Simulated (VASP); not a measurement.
Write the native input for VASP 6.6.1 that does the following.

```
Task                   : single point
Functional             : PBE
Potentials or basis    : VASP PAW PBE potentials, release 64 (Ti_sv)
Cutoff                 : 520 eV
k mesh                 : 26 × 26 × 26
Occupations            : gaussian, width 0.15 eV
Spin                   : no spin polarisation
Dipole correction      : no
Further INCAR settings : ALGO = Fast; EDIFF = 1e-06; NBANDS = 12
```

The structure of Ti lies in POSCAR:

```
Ti
1.0
   -1.6277527636      1.7701811304      1.6277527636
    1.6277527636     -1.7701811304      1.6277527636
    1.6277527636      1.7701811304     -1.6277527636
Ti
1
Direct
    0.0000000000      0.0000000000      0.0000000000
```

This cell differs from its parent crystal: strain +0.0875 x Voigt [0, 1, 0, 0, 0, 0].

One way to write it, as run:

INCAR

```
PREC = Accurate
ENCUT = 520
EDIFF = 1E-6
ISMEAR = 0
SIGMA = 0.15
LREAL = False
LASPH = True
NELM = 100
ALGO = Fast
ISIF = 2
LWAVE = False
LCHARG = False
GGA = PE
NBANDS = 12
```

KPOINTS

```
Automatic mesh
0
Gamma
  26 26 26
```

Potentials or basis: VASP PAW PBE potentials, release 64 (Ti_sv).

Command:

```console
$ cat potpaw_PBE.64/Ti_sv/POTCAR > POTCAR
$ mpirun -np 1 vasp_std > vasp.out
```

It gave:

The pressure is -7.7 GPa and the band gap on the k mesh is zero (bands 6 and 7 overlap by 1.50 eV).

Caveat: the cell differs from its parent crystal (strain +0.0875 x Voigt [0, 1, 0, 0, 0, 0]); the cell stands under tension.

Run time: 5.1 min on 1 thread of Intel Xeon 8259CL, with other jobs on the host, peak memory 0.39 GiB.
